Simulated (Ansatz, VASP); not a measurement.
TlBr: VASP beside Ansatz

INCAR

```
SYSTEM = TlBr
ALGO     = Normal         ! electronic algorithm
EDIFF    = 1E-8           ! SCF threshold, eV
ENCUT    = 400            ! plane-wave cutoff, eV
GGA      = PE             ! functional
GGA_COMPAT= .False.      
ISIF     = 2              ! what is computed and relaxed
ISMEAR   = -1             ! smearing method
LASPH    = .True.         ! aspherical terms in the spheres
LCHARG   = .False.        ! write CHGCAR
LEFG     = .True.       
LREAL    = .False.        ! projectors in reciprocal space
LWAVE    = .False.        ! write WAVECAR
NBANDS   = 17             ! bands
NELM     = 120            ! most SCF steps
PREC     = Accurate       ! precision mode
SIGMA    = 0.03           ! smearing width, eV
```

Contents of KPOINTS:

```
k-points
0
Gamma
  8 8 8
  0 0 0
```

POSCAR

```
TlBr
1.0
    4.0478629050      0.0000000000      0.0000000000
    0.0000000000      4.0478629050      0.0000000000
    0.0000000000      0.0000000000      4.0478629050
Tl Br
1 1
Direct
    0.0000000000      0.0000000000      0.0000000000
    0.5000000000      0.5000000000      0.5000000000
```

Input for Ansatz:

```yaml
crystal:
  lattice:
    - [4.047862905, 0.0, 0.0]
    - [0.0, 4.047862905, 0.0]
    - [0.0, 0.0, 4.047862905]
  atoms:
    - { symbol: Tl, position: [0.0, 0.0, 0.0] }
    - { symbol: Br, position: [0.5, 0.5, 0.5] }
kpoints:
  mp_grid: { grid: [8, 8, 8] }
scf:
  occupations: { method: fermi_dirac, width: 0.03 }
hamiltonian:
  xc: pbe
  pseudopotentials: { kind: paw }
output:
  forces: true
  stress: true
  eigenvalues: true
  efg: { contact_densities: true }
```

Change from the starting cell: volume scaled by 1.06, PAW files.

Alike in both runs: task electric field gradients; functional PBE; k mesh 8 × 8 × 8; occupations fermi-dirac, width 0.03 eV; no spin polarisation.

```csv
,VASP,Ansatz
version,VASP 6.6.1,Ansatz 0.2.0
potentials or method,"VASP PAW PBE potentials, release 64 (Tl_d, Br)","PAW with Ansatz's default frozen-core files, scalar-relativistic"
plane-wave cutoff (eV),400,420
valence electrons in the cell,20,20
```

VASP gave:

* gap on the k mesh at the Fermi level (eV): 1.99
* pressure (GPa): 0.0

Question: Estimate Ansatz's values.

Answer: gap on the k mesh at the Fermi level (eV): 1.98; pressure (GPa): 0.1.

The functional is the same, so the differences come from potentials, cutoffs and numerics.

Spin-orbit coupling is off throughout.
